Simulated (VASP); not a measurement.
# Mo (Fm-3m) in VASP: further runs

The runs below take Mo through single point, with LDA.

All numbers are computed with VASP 6.6.1; they aren't measurements. Logs are shortened: lines on timing, memory, paths and dates and some standing lists are left out, and cuts for length are marked.

## 1. The cell of the first run

The structure is cubic, space group Fm-3m (No. 225). Conventional cell: a = 3.936 Å, b = 3.936 Å, c = 3.936 Å, α = 90.00°, β = 90.00°, γ = 90.00°. Mo (site symmetry m-3m) has 12 Mo at 2.78 Å within 3.7 Å.

## 2. Single point, LDA

INCAR

```
SYSTEM = Mo
PREC = Accurate ; ENCUT = 520
EDIFF = 1E-7 ; ISMEAR = -1
SIGMA = 0.1 ; LREAL = .False.
LASPH = .True. ; NELM = 60
ALGO = Normal ; ISIF = 2
LWAVE = .False. ; LCHARG = .True.
GGA = CA ; LELF = .True.
LVHAR = .True. ; NBANDS = 13
```

KPOINTS

```
regular mesh
0
Gamma
  14 14 14
  0 0 0
```

POSCAR

```
Mo
1.0
    0.0000000000      1.9679579650      1.9679579650
    1.9679579650      0.0000000000      1.9679579650
    1.9679579650      1.9679579650      0.0000000000
Mo
1
Direct
    0.0000000000      0.0000000000      0.0000000000
```

Potentials or basis: VASP PAW LDA potentials, release 64 (Mo_sv).

The run is started by

```bash
> cat potpaw_LDA.64/Mo_sv/POTCAR > POTCAR
> mpirun -np 1 vasp_std > vasp.out
```

OUTCAR:

```text
SYSTEM = Mo
   PREC = Accurate
   ENCUT = 520
   EDIFF = 1E-7
   ISMEAR = -1
   LREAL = .False.
   LASPH = .True.
   NELM = 60
   ISIF = 2
   GGA = CA

 ion  position               nearest neighbor table
   1  0.000  0.000  0.000-

  LATTYP: Found a face centered cubic cell.
 ALAT       =     3.9359159300

  Lattice vectors:

 A1 = (   0.0000000000,   1.9679579650,   1.9679579650)
 A2 = (   1.9679579650,   0.0000000000,   1.9679579650)
 A3 = (   1.9679579650,   1.9679579650,   0.0000000000)

Analysis of symmetry for initial positions (statically):
=====================================================================
 Subroutine PRICEL returns:
 Original cell was already a primitive cell.

 Routine SETGRP: Setting up the symmetry group for a
 face centered cubic supercell.

 Subroutine GETGRP returns: Found 48 space group operations
 (whereof 48 operations were pure point group operations)
 out of a pool of 48 trial point group operations.

The static configuration has the point symmetry O_h .

Analysis of symmetry for dynamics (positions and initial velocities):
=====================================================================
 Subroutine PRICEL returns:
 Original cell was already a primitive cell.

 Routine SETGRP: Setting up the symmetry group for a
 face centered cubic supercell.

 Subroutine GETGRP returns: Found 48 space group operations
 (whereof 48 operations were pure point group operations)
 out of a pool of 48 trial point group operations.

The dynamic configuration has the point symmetry O_h .

 Subroutine INISYM returns: Found 48 space group operations
 (whereof 48 operations are pure point group operations),
 and found     1 'primitive' translations

----------------------------------------------------------------------------------------

                                     Primitive cell

  volume of cell :      15.2432

  direct lattice vectors                    reciprocal lattice vectors
     0.000000000  1.967957965  1.967957965    -0.254070467  0.254070467  0.254070467
     1.967957965  0.000000000  1.967957965     0.254070467 -0.254070467  0.254070467
     1.967957965  1.967957965  0.000000000     0.254070467  0.254070467 -0.254070467

  length of vectors
     2.783112844  2.783112844  2.783112844     0.440062958  0.440062958  0.440062958

  position of ions in fractional coordinates (direct lattice)
     0.000000000  0.000000000  0.000000000

  ion indices of the primitive-cell ions
   primitive index   ion index
                 1           1

----------------------------------------------------------------------------------------

 KPOINTS: regular mesh

Automatic generation of k-mesh.
 Grid dimensions read from file:
 generate k-points for:   14   14   14

 Generating k-lattice:

  Cartesian coordinates                     Fractional coordinates (reciprocal lattice)
    -0.018147891  0.018147891  0.018147891     0.071428571  0.000000000  0.000000000
     0.018147891 -0.018147891  0.018147891     0.000000000  0.071428571  0.000000000
     0.018147891  0.018147891 -0.018147891     0.000000000  0.000000000  0.071428571

  Length of vectors
     0.031433068  0.031433068  0.031433068

  Shift w.r.t. Gamma in fractional coordinates (k-lattice)
     0.000000000  0.000000000  0.000000000

 Subroutine IBZKPT returns following result:
 ===========================================

 Found    104 irreducible k-points:

 Following reciprocal coordinates:
            Coordinates               Weight
  0.000000  0.000000  0.000000      1.000000
  0.071429  0.000000  0.000000      8.000000
  0.142857  0.000000  0.000000      8.000000
  0.214286  0.000000  0.000000      8.000000
  0.285714  0.000000  0.000000      8.000000
  0.357143  0.000000  0.000000      8.000000
[... 16 lines left out ...]
  0.214286  0.142857  0.000000     24.000000
  0.285714  0.142857  0.000000     24.000000
 [... further k-points ...]
   k-points           NKPTS =    104   k-points in BZ     NKDIM =    104   number of bands    NBANDS=     13
   number of dos      NEDOS =    301   number of ions     NIONS =      1
   total plane-waves  NPLWV =  13824
   dimension x,y,z NGX =    24 NGY =   24 NGZ =   24
   dimension x,y,z NGXF=    48 NGYF=   48 NGZF=   48
   ions per type =               1
   NGX,Y,Z   is equivalent  to a cutoff of  14.34, 14.34, 14.34 a.u.
   NGXF,Y,Z  is equivalent  to a cutoff of  28.67, 28.67, 28.67 a.u.
 SYSTEM =  Mo
   PREC   = accura    normal or accurate (medium, high low for compatibility)
   ISTART =      0    job   : 0-new  1-cont  2-samecut
   ICHARG =      2    charge: 1-file 2-atom 10-const
   ISPIN  =      1    spin polarized calculation?
   LNONCOLLINEAR =      F non collinear calculations
   LSORBIT =      F    spin-orbit coupling
   LASPH  =      T    aspherical Exc in radial PAW
   ENCUT  =  520.0 eV  38.22 Ry    6.18 a.u.   5.17  5.17  5.17*2*pi/ulx,y,z
   NELM   =     60;   NELMIN=  2; NELMDL= -5     # of ELM steps
   EDIFF  = 0.1E-06   stopping-criterion for ELM
   LREAL  =      F    real-space projection
   EDIFFG = 0.1E-05   stopping-criterion for IOM
   NSW    =      0    number of steps for IOM
   IBRION =     -1    ionic relax: 0-MD 1-quasi-New 2-CG
   NFREE  =      0    steps in history (QN), initial steepest desc. (CG)
   ISIF   =      2    stress and relaxation
   ISYM   =      2    0-nonsym 1-usesym 2-fastsym
   POTIM  = 0.5000    time-step for ionic-motion
   TEBEG  =    0.0;   TEEND  =   0.0 temperature during run
   PSTRESS=    0.0 pullay stress
   NELECT =      14.0000    total number of electrons
   NUPDOWN=      -1.0000    fix difference up-down
   EMIN   =  10.00;   EMAX   =-10.00  energy-range for DOS
   EFERMI =   0.00;   METHOD = LEGACY
   ISMEAR =    -1;   SIGMA  =   0.10  broadening in eV -4-tet -1-fermi 0-gaus
   EFERMI_NEDOS =   21; number of points for ismear=-14 and -15
   IALGO  =     38    algorithm
   IMIX   =      4    mixing-type and parameters
     AMIX     =   0.40;   BMIX     =  1.00
     AMIX_MAG =   1.60;   BMIX_MAG =  1.00
  volume/ion in A,a.u.               =      15.24       102.87
  Fermi-wavevector in a.u.,A,eV,Ry     =   1.591323  3.007165 34.454157  2.532309
  Thomas-Fermi vector in A             =   2.689881
   LORBIT       =      0    0 simple, 1 ext, 2 COOP (PROOUT), +10 PAW based schemes
   GGA     = CA    functional components
   LHFCALC =     F    Hartree Fock is set to
   AEXX    =    0.0000 exact exchange contribution
   IVDW    =     0    specifies the selected vdW correction
   LEPSILON=     F    determine dielectric tensor
   LRPA    =     F    only Hartree local field effects (RPA)
 non-spin polarized calculation
  energy-cutoff  :      520.00
  volume of cell :       15.24
 maximum number of plane-waves:       424
 NGX is ok and might be reduce to    24
   NGX = 11   NGY = 11   NGZ = 11

 number of electron      13.9999999 magnetization

 Free energy of the ion-electron system (eV)
  ---------------------------------------------------
  ext. energy  EPLUGINS =         0.00000000
  ---------------------------------------------------
  free energy    TOTEN  =       -11.72099527 eV

  energy without entropy =      -11.68317316  energy(sigma->0) =      -11.70208422

 E-fermi :  12.4648     XC(G=0): -13.7259

 val. band max:       12.4389750709   @ k =  -0.4286   0.3571   0.0714
 cond. band min:      12.4768368350   @ k =   0.3571   0.0000   0.0000
 fundamental gap:      0.0378617641
 Fermi energy:        12.4647713120

 k-point     1 :       0.0000    0.0000    0.0000
  band No.  band energies     occupation
      1     -47.9024      2.00000
      2     -21.3032      2.00000
      3     -21.3032      2.00000
      4     -21.3032      2.00000
      5       5.5699      2.00000
      6      11.6453      1.99945
      7      11.6453      1.99945
      8      11.6453      1.99945
      9      14.5060      0.00000
     10      14.5060      0.00000
     11      25.5731      0.00000
     12      31.0058      0.00000
     13      31.0058      0.00000

 k-point     2 :       0.0714    0.0000    0.0000
  band No.  band energies     occupation
      1     -47.8887      2.00000
      2     -21.3854      2.00000
      3     -21.3133      2.00000
      4     -21.3133      2.00000
      5       5.7902      2.00000
      6      11.4951      1.99988
      7      11.7453      1.99850
      8      11.7453      1.99850
      9      14.4229      0.00000
     10      14.4229      0.00000
     11      26.0007      0.00000
     12      30.1508      0.00000
     13      31.4057      0.00000

 k-point     3 :       0.1429    0.0000    0.0000
  band No.  band energies     occupation
      1     -47.8503      2.00000
      2     -21.6125      2.00000
      3     -21.3416      2.00000
      4     -21.3416      2.00000
      5       6.3919      2.00000
      6      11.1640      2.00000
      7      11.9745      1.98526
      8      11.9745      1.98526
      9      14.2825      0.00000
     10      14.2825      0.00000
     11      27.0326      0.00000
     12      28.7251      0.00000
     13      32.5464      0.00000

 k-point     4 :       0.2143    0.0000    0.0000
  band No.  band energies     occupation
      1     -47.7942      2.00000
      2     -21.9321      2.00000
      3     -21.3822      2.00000
      4     -21.3822      2.00000
      5       7.1567      2.00000
      6      10.9741      2.00000
      7      12.1015      1.94845
      8      12.1015      1.94845
      9      14.3906      0.00000
     10      14.3906      0.00000
     11      26.7632      0.00000
     12      28.9541      0.00000
     13      34.2828      0.00000

 k-point     5 :       0.2857    0.0000    0.0000
  band No.  band energies     occupation
      1     -47.7313      2.00000
      2     -22.2762      2.00000
      3     -21.4268      2.00000
      4     -21.4268      2.00000
      5       7.6631      2.00000
      6      11.3820      1.99996
      7      11.9596      1.98728
      8      11.9596      1.98728
      9      14.9521      0.00000
     10      14.9521      0.00000
     11      25.6325      0.00000
     12      29.3784      0.00000
     13      36.4218      0.00000
[... 257 lines left out ...]
 k-point    22 :       0.1429    0.1429    0.0000
  band No.  band energies     occupation
      1     -47.8330      2.00000
      2     -21.6022      2.00000
      3     -21.4099      2.00000
      4     -21.4099      2.00000
      5       6.6678      2.00000
      6      10.6720      2.00000
      7      12.3506      1.51617
      8      12.3506      1.51617
      9      13.3795      0.00021
     10      14.8617      0.00000
     11      27.7228      0.00000
     12      29.8476      0.00000
     13      31.7158      0.00000

 k-point    23 :       0.2143    0.1429    0.0000
  band No.  band energies     occupation
      1     -47.7911      2.00000
      2     -21.8092      2.00000
      3     -21.4622      2.00000
      4     -21.4496      2.00000
      5       7.2831      2.00000
      6      10.2869      2.00000
      7      12.4072      1.28006
      8      12.6749      0.21797
      9      13.3446      0.00030
     10      15.0605      0.00000
     11      28.7400      0.00000
     12      29.1691      0.00000
     13      32.2017      0.00000

 k-point    24 :       0.2857    0.1429    0.0000
  band No.  band energies     occupation
      1     -47.7363      2.00000
      2     -22.0914      2.00000
      3     -21.5131      2.00000
      4     -21.4976      2.00000
      5       7.9626      2.00000
      6      10.1206      2.00000
      7      11.8915      1.99354
      8      12.7815      0.08083
      9      14.2301      0.00000
     10      15.4842      0.00000
     11      27.6619      0.00000
     12      30.1301      0.00000
     13      32.8136      0.00000

 [... further k-points ...]

------------------------ aborting loop because EDIFF is reached ----------------------------------------

  FORCE on cell =-STRESS in cart. coord.  units (eV):
  Direction    XX          YY          ZZ          XY          YZ          ZX
  --------------------------------------------------------------------------------------
  -------------------------------------------------------------------------------------
  Total        0.1050870      0.1050870      0.1050870      0.0000000      0.0000000      0.0000000
  in kB       11.0454182     11.0454182     11.0454182      0.0000000      0.0000000      0.0000000
  external PRESSURE =      11.0454182 kB  Pullay stress =       0.0000000 kB

 VOLUME and BASIS-vectors are now :
 -----------------------------------------------------------------------------
  energy-cutoff  :      520.00
  volume of cell :       15.24
      direct lattice vectors                 reciprocal lattice vectors
     0.000000000  1.967957965  1.967957965    -0.254070467  0.254070467  0.254070467
     1.967957965  0.000000000  1.967957965     0.254070467 -0.254070467  0.254070467
     1.967957965  1.967957965  0.000000000     0.254070467  0.254070467 -0.254070467

 POSITION                                       TOTAL-FORCE (eV/Angst)
 -----------------------------------------------------------------------------------
      0.00000      0.00000      0.00000        -0.000000      0.000000      0.000000
 -----------------------------------------------------------------------------------
    total drift:                               -0.000000     -0.000000     -0.000000

  FREE ENERGIE OF THE ION-ELECTRON SYSTEM (eV)
  ---------------------------------------------------
  free  energy   TOTEN  =       -11.7209952698 eV

  energy  without entropy=      -11.6831731609  energy(sigma->0) =      -11.70208422
```

Wall time 43 s (1 thread of AMD EPYC 7R13, shared host); peak memory 0.11 GiB.

Results:

| Quantity | Value |
| --- | --- |
| Free energy | -11.7210 eV |
| Pressure | 1.1 GPa |
| Band gap on the k mesh | zero (band 7 reaches 16.70 eV, above the bottom of band 8 at 11.65 eV) |

## 3. Single point, LDA (volume scaled by 0.88)

INCAR

```
PREC = Accurate
ENCUT = 520
EDIFF = 1E-7
ISMEAR = -1
SIGMA = 0.1
LREAL = F
LASPH = T
NELM = 60
ALGO = Normal
ISIF = 2
LWAVE = F
LCHARG = F
GGA = CA
NBANDS = 13
```

KPOINTS

```
Automatic mesh
0
Gamma
  15 15 15
```

POSCAR

```
Mo
1.0
    0.0000000000      1.8858625742      1.8858625742
    1.8858625742      0.0000000000      1.8858625742
    1.8858625742      1.8858625742      0.0000000000
Mo
1
Direct
    0.0000000000      0.0000000000      0.0000000000
```

Potentials or basis: VASP PAW LDA potentials, release 64 (Mo_sv).

The run is started by

```bash
> cat potpaw_LDA.64/Mo_sv/POTCAR > POTCAR
> mpirun -np 1 vasp_std > vasp.out
```

Wall time 31 s (1 thread of AMD EPYC 7R13, shared host); peak memory 0.1 GiB.

Results (log left out):

- Free energy: -11.4690 eV
- Pressure: 46.0 GPa
- Band gap on the k mesh: zero (band 7 reaches 19.65 eV, above the bottom of band 8 at 13.58 eV)

Levels at points of the mesh, in eV from the Fermi level:
```
           k point  band 3  band 4  band 5  band 6  band 7  band 8  band 9  band 10  band 11  band 12
(0.00, 0.00, 0.00)  -33.41  -33.41   -7.17   -1.06   -1.06   -1.06    2.38     2.38    13.08    19.19
```

## 4. Single point, LDA (volume scaled by 0.92)

INCAR

```
ALGO = Normal
EDIFF = 1E-6
ENCUT = 520
GGA = CA
ISIF = 2
ISMEAR = -1
LASPH = T
LCHARG = T
LELF = T
LREAL = F
LVHAR = T
LWAVE = F
NBANDS = 13
NELM = 80
PREC = Accurate
SIGMA = 0.1
```

KPOINTS

```
k-points
0
Gamma
  15 15 15
```

POSCAR

```
Mo
1.0
    0.0000000000      1.9140139272      1.9140139272
    1.9140139272      0.0000000000      1.9140139272
    1.9140139272      1.9140139272      0.0000000000
Mo
1
Direct
    0.0000000000      0.0000000000      0.0000000000
```

The run is started by

```bash
> cat potpaw_LDA.64/Mo_sv/POTCAR > POTCAR
> mpirun -np 1 vasp_std > vasp.out
```

Wall time 33 s (1 thread of AMD EPYC 7R13, shared host); peak memory 0.1 GiB.

The run converged. Its results:

* Free energy: -11.6096 eV
* Pressure: 28.3 GPa
* Band gap on the k mesh: zero (band 7 reaches 18.57 eV, above the bottom of band 8 at 12.89 eV)

Levels at points of the mesh, in eV from the Fermi level:
```csv
k point,band 4,band 5,band 6,band 7,band 8,band 9,band 10,band 11
"(0.00, 0.00, 0.00)",-33.52,-7.07,-0.96,-0.96,-0.96,2.27,2.27,13.12
```

(Continued in part 2 of 2.)
